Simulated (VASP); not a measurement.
# Mo (Im-3m) in VASP: single point with PBE

Aim: the single point of Mo with PBE.

All numbers are computed with VASP 6.6.1; they aren't measurements. Logs are shortened: lines on timing, memory, paths and dates and some standing lists are left out, and cuts for length are marked.

## 1. The cell of the first run

It takes space group Im-3m (No. 229, cubic). Conventional cell: a = 3.161 Å, b = 3.161 Å, c = 3.161 Å, α = 90.00°, β = 90.00°, γ = 90.00°. Mo (site symmetry m-3m) has 14 Mo at 2.74 to 3.16 Å within 3.6 Å.

## 2. Single point, PBE, non-collinear spin, zero start, spin-orbit coupling

INCAR

```
PREC     = Accurate       # precision mode
ENCUT    = 520            # plane-wave cutoff, eV
EDIFF    = 1E-6           # SCF threshold, eV
ISMEAR   = -1             # smearing method
SIGMA    = 0.05           # smearing width, eV
LREAL    = False          # projectors in reciprocal space
LASPH    = True           # aspherical terms in the spheres
NELM     = 150            # most SCF steps
ALGO     = Normal         # electronic algorithm
ISIF     = 2              # what is computed and relaxed
LWAVE    = False          # write WAVECAR
LCHARG   = False          # write CHGCAR
MAGMOM   = 0 0 0          # initial moments
LORBIT   = 11             # projections on sites
LSORBIT  = True           # spin-orbit coupling
GGA_COMPAT= False        
LORBMOM  = True         
LMAXMIX  = 4              # l up to which the mixer works
GGA      = PE             # functional
NBANDS   = 25             # bands
```

KPOINTS

```
regular mesh
0
Gamma
  18 18 18
```

POSCAR

```
Mo
1.0
   -1.5804629081      1.5804629081      1.5804629081
    1.5804629081     -1.5804629081      1.5804629081
    1.5804629081      1.5804629081     -1.5804629081
Mo
1
Direct
    0.0000000000      0.0000000000      0.0000000000
```

Potentials or basis: VASP PAW PBE potentials, release 64 (Mo_sv).

On the command line:

```
$ cat potpaw_PBE.64/Mo_sv/POTCAR > POTCAR
$ mpirun -np 1 vasp_ncl > vasp.out
```

OUTCAR:

```text
PREC = Accurate
   ENCUT = 520
   EDIFF = 1E-6
   ISMEAR = -1
   LREAL = False
   LASPH = True
   NELM = 150
   ISIF = 2
   LORBIT = 11
   LSORBIT = True
   GGA = PE

 ion  position               nearest neighbor table
   1  0.000  0.000  0.000-

  LATTYP: Found a body centered cubic cell.
 ALAT       =     3.1609258162

  Lattice vectors:

 A1 = (  -1.5804629081,   1.5804629081,   1.5804629081)
 A2 = (   1.5804629081,  -1.5804629081,   1.5804629081)
 A3 = (   1.5804629081,   1.5804629081,  -1.5804629081)

Analysis of symmetry for initial positions (statically):
=====================================================================
 Subroutine PRICEL returns:
 Original cell was already a primitive cell.

 Routine SETGRP: Setting up the symmetry group for a
 body centered cubic supercell.

 Subroutine GETGRP returns: Found 48 space group operations
 (whereof 48 operations were pure point group operations)
 out of a pool of 48 trial point group operations.

The static configuration has the point symmetry O_h .

Analysis of symmetry for dynamics (positions and initial velocities):
=====================================================================
 Subroutine PRICEL returns:
 Original cell was already a primitive cell.

 Routine SETGRP: Setting up the symmetry group for a
 body centered cubic supercell.

 Subroutine GETGRP returns: Found 48 space group operations
 (whereof 48 operations were pure point group operations)
 out of a pool of 48 trial point group operations.

The dynamic configuration has the point symmetry O_h .

Analysis of structural, dynamic, and magnetic symmetry:
=====================================================================
 Subroutine PRICEL returns:
 Original cell was already a primitive cell.

 Routine SETGRP: Setting up the symmetry group for a
 body centered cubic supercell.

 Subroutine GETGRP returns: Found 48 space group operations
 (whereof 48 operations were pure point group operations)
 out of a pool of 48 trial point group operations.

The overall configuration has the point symmetry O_h .

 Subroutine INISYM returns: Found 48 space group operations
 (whereof 48 operations are pure point group operations),
 and found     1 'primitive' translations

----------------------------------------------------------------------------------------

                                     Primitive cell

  volume of cell :      15.7911

  direct lattice vectors                    reciprocal lattice vectors
    -1.580462908  1.580462908  1.580462908     0.000000000  0.316363008  0.316363008
     1.580462908 -1.580462908  1.580462908     0.316363008  0.000000000  0.316363008
     1.580462908  1.580462908 -1.580462908     0.316363008  0.316363008  0.000000000

  length of vectors
     2.737442056  2.737442056  2.737442056     0.447404857  0.447404857  0.447404857

  position of ions in fractional coordinates (direct lattice)
     0.000000000  0.000000000  0.000000000

  ion indices of the primitive-cell ions
   primitive index   ion index
                 1           1

----------------------------------------------------------------------------------------

 KPOINTS: regular mesh

Automatic generation of k-mesh.
 Grid dimensions read from file:
 generate k-points for:   18   18   18

 Generating k-lattice:

  Cartesian coordinates                     Fractional coordinates (reciprocal lattice)
     0.000000000  0.017575723  0.017575723     0.055555556  0.000000000  0.000000000
     0.017575723  0.000000000  0.017575723     0.000000000  0.055555556  0.000000000
     0.017575723  0.017575723  0.000000000     0.000000000  0.000000000  0.055555556

  Length of vectors
     0.024855825  0.024855825  0.024855825

  Shift w.r.t. Gamma in fractional coordinates (k-lattice)
     0.000000000  0.000000000  0.000000000

 Subroutine IBZKPT returns following result:
 ===========================================
[... 45 lines left out ...]
   LASPH  =      T    aspherical Exc in radial PAW
   ENCUT  =  520.0 eV  38.22 Ry    6.18 a.u.   5.09  5.09  5.09*2*pi/ulx,y,z
   NELM   =    150;   NELMIN=  2; NELMDL= -5     # of ELM steps
   EDIFF  = 0.1E-05   stopping-criterion for ELM
   LREAL  =      F    real-space projection
   EDIFFG = 0.1E-04   stopping-criterion for IOM
   NSW    =      0    number of steps for IOM
   IBRION =     -1    ionic relax: 0-MD 1-quasi-New 2-CG
   NFREE  =      0    steps in history (QN), initial steepest desc. (CG)
   ISIF   =      2    stress and relaxation
   ISYM   =      2    0-nonsym 1-usesym 2-fastsym
   POTIM  = 0.5000    time-step for ionic-motion
   TEBEG  =    0.0;   TEEND  =   0.0 temperature during run
   PSTRESS=    0.0 pullay stress
   NELECT =      14.0000    total number of electrons
   NUPDOWN=      -1.0000    fix difference up-down
   EMIN   =  10.00;   EMAX   =-10.00  energy-range for DOS
   EFERMI =   0.00;   METHOD = LEGACY
   ISMEAR =    -1;   SIGMA  =   0.05  broadening in eV -4-tet -1-fermi 0-gaus
   EFERMI_NEDOS =   21; number of points for ismear=-14 and -15
   IALGO  =     38    algorithm
   IMIX   =      4    mixing-type and parameters
     AMIX     =   0.40;   BMIX     =  1.00
     AMIX_MAG =   1.60;   BMIX_MAG =  1.00
  volume/ion in A,a.u.               =      15.79       106.56
  Fermi-wavevector in a.u.,A,eV,Ry     =   1.572702  2.971977 33.652551  2.473393
  Thomas-Fermi vector in A             =   2.674097
   LORBIT       =     11    0 simple, 1 ext, 2 COOP (PROOUT), +10 PAW based schemes
   GGA     = PE    functional components
   LHFCALC =     F    Hartree Fock is set to
   AEXX    =    0.0000 exact exchange contribution
   IVDW    =     0    specifies the selected vdW correction
   LEPSILON=     F    determine dielectric tensor
   LRPA    =     F    only Hartree local field effects (RPA)
  energy-cutoff  :      520.00
  volume of cell :       15.79
 maximum number of plane-waves:       876
   NGX = 11   NGY = 11   NGZ = 11

 number of electron      14.0000004 magnetization       0.0000000      0.0000000     -0.0000000

 number of electron      14.0000004 magnetization       0.0000000      0.0000000      0.0000000

 number of electron      14.0000004 magnetization      -0.0000000     -0.0000000     -0.0000000

 Free energy of the ion-electron system (eV)
  ---------------------------------------------------
  ext. energy  EPLUGINS =         0.00000000
  ---------------------------------------------------
  free energy    TOTEN  =       -11.03911528 eV

  energy without entropy =      -11.03432277  energy(sigma->0) =      -11.03671903

 E-fermi :  12.4459     XC(G=0): -13.3331

 val. band max:       12.4442447887   @ k =  -0.3889   0.4444   0.2778
 cond. band min:      12.4947214201   @ k =  -0.3333   0.3889   0.2778
 fundamental gap:      0.0504766314
 Fermi energy:        12.4458559901

 k-point     1 :       0.0000    0.0000    0.0000
  band No.  band energies     occupation
      1     -48.8479      1.00000
      2     -48.8479      1.00000
      3     -23.8354      1.00000
      4     -23.8354      1.00000
      5     -21.3085      1.00000
      6     -21.3085      1.00000
[... 661 lines left out ...]
     24      25.1739      0.00000
     25      29.3084      0.00000

 [... further k-points ...]

------------------------ aborting loop because EDIFF is reached ----------------------------------------

  FORCE on cell =-STRESS in cart. coord.  units (eV):
  Direction    XX          YY          ZZ          XY          YZ          ZX
  --------------------------------------------------------------------------------------
  -------------------------------------------------------------------------------------
  Total        0.0504865      0.0504865      0.0504865      0.0000000      0.0000000     -0.0000000
  in kB        5.1223961      5.1223961      5.1223961      0.0000000      0.0000000     -0.0000000
  external PRESSURE =       5.1223961 kB  Pullay stress =       0.0000000 kB

 VOLUME and BASIS-vectors are now :
 -----------------------------------------------------------------------------
  energy-cutoff  :      520.00
  volume of cell :       15.79
      direct lattice vectors                 reciprocal lattice vectors
    -1.580462908  1.580462908  1.580462908     0.000000000  0.316363008  0.316363008
     1.580462908 -1.580462908  1.580462908     0.316363008  0.000000000  0.316363008
     1.580462908  1.580462908 -1.580462908     0.316363008  0.316363008  0.000000000

 POSITION                                       TOTAL-FORCE (eV/Angst)
 -----------------------------------------------------------------------------------
      0.00000      0.00000      0.00000         0.000000      0.000000      0.000000
 -----------------------------------------------------------------------------------
    total drift:                                0.000000     -0.000000      0.000000

  FREE ENERGIE OF THE ION-ELECTRON SYSTEM (eV)
  ---------------------------------------------------
  free  energy   TOTEN  =       -11.0391152813 eV

  energy  without entropy=      -11.0343227747  energy(sigma->0) =      -11.03671903

 orbital moment (x)

 # of ion     p       d       tot
 ----------------------------------------
  1         0.000   0.000   0.000
 ----------------------------------------
            0.000   0.000   0.000

 orbital moment (y)

 # of ion     p       d       tot
 ----------------------------------------
  1         0.000   0.000   0.000
 ----------------------------------------
            0.000   0.000   0.000

 orbital moment (z)

 # of ion     p       d       tot
 ----------------------------------------
  1         0.000   0.000   0.000
 ----------------------------------------
            0.000   0.000   0.000

 Spin-Orbit-Coupling matrix elements

 Ion:    1  E_soc:     -0.2061365
 l=   1
     0.0000000    -0.0301244    -0.0301244
    -0.0301244     0.0000000    -0.0301244
    -0.0301244    -0.0301244     0.0000000
 l=   2
     0.0000000    -0.0011082     0.0000000    -0.0011082    -0.0031234
    -0.0011082     0.0000000    -0.0023426    -0.0011082    -0.0007809
     0.0000000    -0.0023426     0.0000000    -0.0023426     0.0000000
    -0.0011082    -0.0011082    -0.0023426     0.0000000    -0.0007809
    -0.0031234    -0.0007809     0.0000000    -0.0007809     0.0000000
 l=   3
     0.0000000     0.0000000     0.0000000     0.0000000     0.0000000     0.0000000     0.0000000
     0.0000000     0.0000000     0.0000000     0.0000000     0.0000000     0.0000000     0.0000000
     0.0000000     0.0000000     0.0000000     0.0000000     0.0000000     0.0000000     0.0000000
     0.0000000     0.0000000     0.0000000     0.0000000     0.0000000     0.0000000     0.0000000
     0.0000000     0.0000000     0.0000000     0.0000000     0.0000000     0.0000000     0.0000000
     0.0000000     0.0000000     0.0000000     0.0000000     0.0000000     0.0000000     0.0000000
     0.0000000     0.0000000     0.0000000     0.0000000     0.0000000     0.0000000     0.0000000

 total charge

# of ion       s       p       d       tot
------------------------------------------
    1        2.378   6.204   3.898  12.480

 magnetization (x)

# of ion       s       p       d       tot
------------------------------------------
    1        0.000   0.000   0.000   0.000

 magnetization (y)

# of ion       s       p       d       tot
------------------------------------------
    1        0.000   0.000   0.000   0.000

 magnetization (z)

# of ion       s       p       d       tot
------------------------------------------
    1       -0.000  -0.000   0.000  -0.000
```

Run time: 2.8 min. Hardware: 1 thread of Intel Xeon 8259CL, shared host; peak memory 0.24 GiB.

Results:

```
Free energy                                           : -11.0391 eV
Pressure                                              : 0.5 GPa
Net moment                                            : 0.00 μB per cell
Valence electrons inside the program's atomic spheres : Mo 12.48
```

Moments on the atoms (μB; x, y, z):
```
Mo  0.00 0.00 0.00
```
